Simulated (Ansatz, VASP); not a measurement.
# One calculation of Cu, two programs

INCAR

```
SYSTEM = Cu
  PREC = Accurate
  ENCUT = 600
  EDIFF = 1E-7
  ISMEAR = -1
  SIGMA = 0.05
  LREAL = .FALSE.
  LASPH = .TRUE.
  NELM = 120
  ALGO = Normal
  ISIF = 3
  LWAVE = .FALSE.
  LCHARG = .FALSE.
  IBRION = 2
  NSW = 80
  EDIFFG = -0.01
  GGA_COMPAT = .FALSE.
  NELMIN = 4
```

The input KPOINTS:

```
regular mesh
0
G
  18 18 18
  0 0 0
```

Contents of POSCAR:

```
Cu
1.0
    0.0000000000      1.8074800000      1.8074800000
    1.8074800000      0.0000000000      1.8074800000
    1.8074800000      1.8074800000      0.0000000000
Cu
1
Direct
    0.0000000000      0.0000000000      0.0000000000
```

Input for Ansatz:

```yaml
crystal:
  lattice:
    - [0.0, 1.80748, 1.80748]
    - [1.80748, 0.0, 1.80748]
    - [1.80748, 1.80748, 0.0]
  atoms:
    - { symbol: Cu, position: [0.0, 0.0, 0.0] }
basis:
  ecutwfc: 420
  xc_grid: 2
hamiltonian:
  xc: lda
  pseudopotentials: { kind: paw, azcp: { folder: soft_1 } }
kpoints:
  mp_grid: { grid: [18, 18, 18] }
scf:
  occupations: { method: fermi_dirac, width: 0.05 }
  max_iter: 150
output:
  forces: true
  stress: true
relax:
  f_tol: 0.01
  max_steps: 60
  cell: {}
checkpoint:
  write: "../lda.run"
  compress: false
  write_wavefunctions: false
  write_every: 100000
```

Alike in both runs: task relaxation of cell and atoms; functional LDA; k mesh 18 × 18 × 18; occupations fermi-dirac, width 0.05 eV; no spin polarisation.

|  | VASP | Ansatz |
| --- | --- | --- |
| version | VASP 6.6.1 | Ansatz 0.2.0 |
| potentials or method | VASP PAW LDA potentials, release 64 (Cu), cutoff 600 eV | plane-wave PAW DFT |
| valence electrons in the cell | 11 | 19 |

```tsv
	VASP	Ansatz	Ansatz less VASP
relaxed volume (Å³/atom)	10.95	10.89	-0.058
relaxed cell length with the largest relative difference (Å)	2.492	2.488	-0.0044
```

Ansatz warns that its potentials were made for another functional, while VASP's fit it. LDA's correlation is that of Perdew and Zunger in VASP and of Perdew and Wang (1992) in Ansatz. VASP's potentials hold 11 valence electrons a cell and Ansatz's 19, so a difference there can come from the potentials and not from the codes.
